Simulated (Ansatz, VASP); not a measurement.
## Sn in VASP and in Ansatz

File POSCAR:

```
Sn
1.0
   -2.9482820713      2.9504023647      1.5888172584
    2.9504023647     -2.9482820713      1.5888172584
    2.9460530987      2.9460530987     -1.5849306448
Sn
2
Direct
    0.0000251473      0.9999748527      0.0000000000
    0.7499748527      0.2500251473      0.5000000000
```

The input INCAR.step1:

```
PREC     = Accurate       # precision mode
ENCUT    = 520            # plane-wave cutoff, eV
ISMEAR   = -1             # smearing method
SIGMA    = 0.1            # smearing width, eV
LREAL    = F              # projectors in reciprocal space
LASPH    = T              # aspherical terms in the spheres
NELM     = 100            # most SCF steps
NBANDS   = 21             # bands
GGA      = PE             # functional
ALGO     = Normal         # electronic algorithm
EDIFF    = 1E-4           # SCF threshold, eV
LWAVE    = T              # write WAVECAR
LCHARG   = F              # write CHGCAR
```

Contents of INCAR.step2:

```
PREC     = Accurate       # precision mode
ENCUT    = 520            # plane-wave cutoff, eV
EDIFF    = 1E-7           # SCF threshold, eV
ISMEAR   = -1             # smearing method
SIGMA    = 0.1            # smearing width, eV
LREAL    = F              # projectors in reciprocal space
LASPH    = T              # aspherical terms in the spheres
NELM     = 100            # most SCF steps
ALGO     = Normal         # electronic algorithm
ISIF     = 2              # what is computed and relaxed
LWAVE    = F              # write WAVECAR
LCHARG   = F              # write CHGCAR
METAGGA  = R2SCAN         # meta-GGA
LMIXTAU  = T            
NBANDS   = 21             # bands
ISTART   = 1
```

The input KPOINTS:

```
Automatic mesh
0
Gamma
  6 6 4
```

Input for Ansatz:

```yaml
crystal:
  lattice:
    - [-2.9482820713, 2.9504023647, 1.5888172584]
    - [2.9504023647, -2.9482820713, 1.5888172584]
    - [2.9460530987, 2.9460530987, -1.5849306448]
  atoms:
    - { symbol: Sn, position: [2.51473e-05, 0.9999748527, 0.0] }
    - { symbol: Sn, position: [0.7499748527, 0.2500251473, 0.5] }
hamiltonian:
  xc: r2scan
  pseudopotentials:
    kind: paw
    azcp:
      Sn: "pseudopotentials/Sn.paw.azcp"
basis:
  ecutwfc: 500
  fft_grid_basis: typed
kpoints:
  mp_grid: { grid: [6, 6, 4], shift: [0, 0, 0] }
magnetization:
  spin_polarized: false
scf:
  occupations: { method: fermi_dirac, width: 0.1 }
  lower_state_search: "off"
output:
  stress: true
```

Alike in both runs: task single point; functional r2SCAN; k mesh 6 × 6 × 4; occupations fermi-dirac, width 0.1 eV; no spin polarisation.

|  | VASP | Ansatz |
| --- | --- | --- |
| version | VASP 6.6.1 | Ansatz 0.2.0 |
| potentials or method | VASP PAW PBE potentials, release 64 (Sn_d), cutoff 520 eV | plane waves (500 eV) with PAW, scalar-relativistic |
| valence electrons in the cell | 28 | 28 |

```tsv
	VASP	Ansatz	Ansatz less VASP
pressure (GPa)	-0.1	-0.1	+0.02
traceless stress, the component that is largest in VASP (GPa)	-0.48	-0.48	-0.001
```

VASP's potentials were made for PBE, not for r2SCAN. The functional is the same, so the differences come from potentials, cutoffs and numerics.

The k mesh is coarse, so the values compare programs but aren't converged.
